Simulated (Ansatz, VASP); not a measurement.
InAs in VASP and in Ansatz

File POSCAR:

```
InAs
1.0
    0.0000000000      3.0180000000      3.0180000000
    3.0180000000      0.0000000000      3.0180000000
    3.0180000000      3.0180000000      0.0000000000
In As
1 1
Direct
    0.0000000000      0.0000000000      0.0000000000
    0.7500000000      0.7500000000      0.7500000000
```

The input INCAR.step1:

```
SYSTEM = InAs
PREC = Accurate ; ENCUT = 520
EDIFF = 1E-5 ; ISMEAR = -1
SIGMA = 0.05 ; LREAL = .FALSE.
LASPH = .TRUE. ; NELM = 100
ALGO = Normal ; ISIF = 2
LWAVE = .TRUE. ; LCHARG = .FALSE.
GGA = PE ; NBANDS = 16
```

File INCAR.step2:

```
SYSTEM = InAs
PREC = Accurate ; ENCUT = 520
EDIFF = 1E-6 ; ISMEAR = -1
SIGMA = 0.05 ; LREAL = .FALSE.
LASPH = .TRUE. ; NELM = 100
ALGO = Normal ; ISIF = 2
LWAVE = .FALSE. ; LCHARG = .FALSE.
GGA = PE ; LHFCALC = .TRUE.
AEXX = 0.05 ; HFSCREEN = 0.2
PRECFOCK = Normal ; ISTART = 1
NBANDS = 16
```

The input KPOINTS:

```
regular mesh
0
G
  4 4 4
  0 0 0
```

input.yaml

```yaml
crystal:
  lattice:
    - [0.0, 3.018, 3.018]
    - [3.018, 0.0, 3.018]
    - [3.018, 3.018, 0.0]
  atoms:
    - { symbol: In, position: [0.0, 0.0, 0.0] }
    - { symbol: As, position: [0.75, 0.75, 0.75] }
kpoints:
  mp_grid: { grid: [4, 4, 4] }
scf:
  occupations: { method: fermi_dirac, width: 0.05 }
hamiltonian:
  xc: { preset: hse06, exx: { coeff: 0.05, omega: 0.2 } }
  pseudopotentials: { kind: all_electron, datasets: crystal }
output:
  forces: true
  stress: true
```

Alike in both runs: task single point; functional PBE-based screened hybrid; k mesh 4 × 4 × 4; occupations fermi-dirac, width 0.05 eV; no spin polarisation.

|  | VASP | Ansatz |
| --- | --- | --- |
| version | VASP 6.6.1 | Ansatz 0.2.0 |
| potentials or method | VASP PAW PBE potentials, release 64 (In_d, As), cutoff 520 eV | all-electron PAW datasets made for the crystal |

VASP gave:

| Quantity | Value |
| --- | --- |
| gap on the k mesh at the Fermi level (eV) | none |
| pressure (GPa) | 4.3 |

Q: What did Ansatz give for the same quantities?

A: gap on the k mesh at the Fermi level (eV): none; pressure (GPa): 4.4.

VASP's potentials were made for PBE, not for PBE-based screened hybrid. A gap of «none» marks a metal or a gap that the smearing closes. Ansatz ran all-electron here, and VASP with PAW potentials.

The k mesh is coarse, so the values compare programs but aren't converged. Noted on Ansatz's run: the k mesh is thin for a metal, which can move the energy by tens of meV per atom; the program warned that the printed levels may be off, so bands, gaps and densities of states are rough.
